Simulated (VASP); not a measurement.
# AlN (Imm2) in VASP: single point with PBE

Aim: the single point of AlN with PBE.

Program: VASP 6.6.1. These are calculated values, not measurements. Logs are shortened: lines on timing, memory, paths and dates and some standing lists are left out, and cuts for length are marked.

## Step 1: The cell of the first run

Symmetry: Imm2, No. 44, orthorhombic system. The conventional cell has a = 3.089 Å, b = 3.089 Å, c = 4.368 Å, α = 90.00°, β = 90.00°, γ = 90.00°. Within 2.3 Å of Al (site symmetry mm2) lie 4 N at 1.74 to 2.08 Å. N (site symmetry mm2) has 4 Al at 1.74 to 2.08 Å within 2.3 Å.

## Step 2: Single point, PBE (atom 2 (N) moved by (-0.300, +0.000) A along x and y)

Input file INCAR:

```
SYSTEM = AlN
  PREC = Accurate
  ENCUT = 520
  EDIFF = 1E-6
  ISMEAR = 0
  SIGMA = 0.05
  LREAL = .FALSE.
  LASPH = .TRUE.
  NELM = 100
  ALGO = Normal
  ISIF = 2
  LWAVE = .FALSE.
  LCHARG = .FALSE.
  GGA = PE
  NBANDS = 11
```

Input file KPOINTS:

```
regular mesh
0
G
  10 10 10
  0 0 0
```

Input file POSCAR:

```
AlN
1.0
    0.0000000000      2.1839935596      2.1839935596
    2.1839935596      0.0000000000      2.1839935596
    2.1839935596      2.1839935596      0.0000000000
Al N
1 1
Direct
    0.0000000000      0.0000000000      0.0000000000
    0.8186815212      0.6813184788      0.6813184788
```

Potentials or basis: VASP PAW PBE potentials, release 64 (Al, N).

Started as:

```
$ cat potpaw_PBE.64/Al/POTCAR potpaw_PBE.64/N/POTCAR > POTCAR
$ mpirun -np 1 vasp_std > vasp.out
```

OUTCAR:

```text
SYSTEM = AlN
   PREC = Accurate
   ENCUT = 520
   EDIFF = 1E-6
   ISMEAR = 0
   LREAL = .FALSE.
   LASPH = .TRUE.
   NELM = 100
   ISIF = 2
   GGA = PE

 ion  position               nearest neighbor table
   1  0.000  0.000  0.000-   2 1.74   2 1.74   2 2.08   2 2.08
   2  0.819  0.681  0.681-   1 1.74   1 1.74   1 2.08   1 2.08

  LATTYP: Found a face centered cubic cell.
 ALAT       =     4.3679871192

  Lattice vectors:

 A1 = (   0.0000000000,   2.1839935596,   2.1839935596)
 A2 = (   2.1839935596,   0.0000000000,   2.1839935596)
 A3 = (   2.1839935596,   2.1839935596,   0.0000000000)

Analysis of symmetry for initial positions (statically):
=====================================================================
 Subroutine PRICEL returns:
 Original cell was already a primitive cell.

 Routine SETGRP: Setting up the symmetry group for a
 face centered cubic supercell.

 Subroutine GETGRP returns: Found  4 space group operations
 (whereof  4 operations were pure point group operations)
 out of a pool of 48 trial point group operations.

The static configuration has the point symmetry C_2v.

Analysis of symmetry for dynamics (positions and initial velocities):
=====================================================================
 Subroutine PRICEL returns:
 Original cell was already a primitive cell.

 Routine SETGRP: Setting up the symmetry group for a
 face centered cubic supercell.

 Subroutine GETGRP returns: Found  4 space group operations
 (whereof  4 operations were pure point group operations)
 out of a pool of 48 trial point group operations.

The dynamic configuration has the point symmetry C_2v.

 Subroutine INISYM returns: Found  4 space group operations
 (whereof  4 operations are pure point group operations),
 and found     1 'primitive' translations

----------------------------------------------------------------------------------------

                                     Primitive cell

  volume of cell :      20.8345

  direct lattice vectors                    reciprocal lattice vectors
     0.000000000  2.183993560  2.183993560    -0.228938404  0.228938404  0.228938404
     2.183993560  0.000000000  2.183993560     0.228938404 -0.228938404  0.228938404
     2.183993560  2.183993560  0.000000000     0.228938404  0.228938404 -0.228938404

  length of vectors
     3.088633312  3.088633312  3.088633312     0.396532948  0.396532948  0.396532948

  position of ions in fractional coordinates (direct lattice)
     0.000000000  0.000000000  0.000000000
     0.818681521  0.681318479  0.681318479

[... 85 lines left out ...]
   TEBEG  =    0.0;   TEEND  =   0.0 temperature during run
   PSTRESS=    0.0 pullay stress
   NELECT =       8.0000    total number of electrons
   NUPDOWN=      -1.0000    fix difference up-down
   EMIN   =  10.00;   EMAX   =-10.00  energy-range for DOS
   EFERMI =   0.00;   METHOD = LEGACY
   ISMEAR =     0;   SIGMA  =   0.05  broadening in eV -4-tet -1-fermi 0-gaus
   EFERMI_NEDOS =   21; number of points for ismear=-14 and -15
   IALGO  =     38    algorithm
   IMIX   =      4    mixing-type and parameters
     AMIX     =   0.40;   BMIX     =  1.00
     AMIX_MAG =   1.60;   BMIX_MAG =  1.00
  volume/ion in A,a.u.               =      10.42        70.30
  Fermi-wavevector in a.u.,A,eV,Ry     =   1.189899  2.248583 19.263943  1.415860
  Thomas-Fermi vector in A             =   2.325996
   LORBIT       =      0    0 simple, 1 ext, 2 COOP (PROOUT), +10 PAW based schemes
   GGA     = PE    functional components
   LHFCALC =     F    Hartree Fock is set to
   AEXX    =    0.0000 exact exchange contribution
   IVDW    =     0    specifies the selected vdW correction
   LEPSILON=     F    determine dielectric tensor
   LRPA    =     F    only Hartree local field effects (RPA)
 non-spin polarized calculation
 Gauss-broadening in eV      SIGMA  =   0.05
  energy-cutoff  :      520.00
  volume of cell :       20.83
 maximum number of plane-waves:       571
   NGX = 11   NGY = 11   NGZ = 11

 number of electron       8.0000000 magnetization

 Free energy of the ion-electron system (eV)
  ---------------------------------------------------
  ext. energy  EPLUGINS =         0.00000000
  ---------------------------------------------------
  free energy    TOTEN  =       -14.20903587 eV

  energy without entropy =      -14.20903587  energy(sigma->0) =      -14.20903587

 E-fermi :   6.8420     XC(G=0): -10.9249

 val. band max:        6.6107957035   @ k =   0.0000   0.0000   0.0000
 cond. band min:       9.2029329347   @ k =   0.5000   0.5000   0.0000
 fundamental gap:      2.5921372313
 Fermi energy:         6.8419727145

 k-point     1 :       0.0000    0.0000    0.0000
  band No.  band energies     occupation
      1      -9.0431      2.00000
      2       5.1329      2.00000
      3       6.0292      2.00000
      4       6.6108      2.00000
      5       9.9531      0.00000
      6      18.4543      0.00000
      7      18.5931      0.00000
      8      18.6582      0.00000
      9      23.3503      0.00000
     10      23.5422      0.00000
     11      23.9678      0.00000
[... 309 lines left out ...]
 k-point    24 :       0.1000    0.0000    0.4000
  band No.  band energies     occupation
      1      -7.3429      2.00000
      2       0.8340      2.00000
      3       5.2057      2.00000
      4       5.7998      2.00000
      5      12.8598      0.00000
      6      15.2976      0.00000
      7      17.2008      0.00000
      8      18.6194      0.00000
      9      22.0207      0.00000
     10      24.8868      0.00000
     11      25.4442      0.00000

 [... further k-points ...]

------------------------ aborting loop because EDIFF is reached ----------------------------------------

  FORCE on cell =-STRESS in cart. coord.  units (eV):
  Direction    XX          YY          ZZ          XY          YZ          ZX
  --------------------------------------------------------------------------------------
  -------------------------------------------------------------------------------------
  Total        0.4689981      2.7713623      2.7713623      0.0000000     -3.1319161      0.0000000
  in kB       36.0659695    213.1178512    213.1178512      0.0000000   -240.8444536      0.0000000
  external PRESSURE =     154.1005573 kB  Pullay stress =       0.0000000 kB

 VOLUME and BASIS-vectors are now :
 -----------------------------------------------------------------------------
  energy-cutoff  :      520.00
  volume of cell :       20.83
      direct lattice vectors                 reciprocal lattice vectors
     0.000000000  2.183993560  2.183993560    -0.228938404  0.228938404  0.228938404
     2.183993560  0.000000000  2.183993560     0.228938404 -0.228938404  0.228938404
     2.183993560  2.183993560  0.000000000     0.228938404  0.228938404 -0.228938404

 POSITION                                       TOTAL-FORCE (eV/Angst)
 -----------------------------------------------------------------------------------
      0.00000      0.00000      0.00000        -4.014630      0.000000      0.000000
      2.97599      3.27599      3.27599         4.014630      0.000000      0.000000
 -----------------------------------------------------------------------------------
    total drift:                                0.000728      0.000000      0.000000

  FREE ENERGIE OF THE ION-ELECTRON SYSTEM (eV)
  ---------------------------------------------------
  free  energy   TOTEN  =       -14.2090358691 eV

  energy  without entropy=      -14.2090358691  energy(sigma->0) =      -14.20903587
```

stdout:

```text
POSCAR found type information on POSCAR AlN
 POSCAR found :  2 types and       2 ions
 scaLAPACK will be used
 LDA part: xc-table for (Slater+PW92), standard interpolation
 POSCAR, INCAR and KPOINTS ok, starting setup
 FFT: planning ... GRIDC
 FFT: planning ... GRID_SOFT
 FFT: planning ... GRID
 WAVECAR not read
 entering main loop
```

Wall time 21 s (1 thread of Intel Xeon Platinum 8259CL at 2.50GHz (Skylake/Cascade Lake), shared host); peak memory 0.16 GiB.

Results:

```
Free energy            : -14.2090 eV
Pressure               : 15.4 GPa
Largest force          : 4.015 eV/Å
Band gap on the k mesh : 2.59 eV (least direct gap 3.34 eV)
```

Forces on the atoms (eV/Å):
```
Al  -4.015  0.000  0.000
N    4.015  0.000  0.000
```

Caveat: the cell differs from its parent crystal (atom 2 (N) moved by (-0.300, +0.000) A along x and y); the stress differs along the axes, from 4 to 21 GPa; forces of over 1 eV/Å act on the atoms, so gaps and moduli don't describe the material at rest.
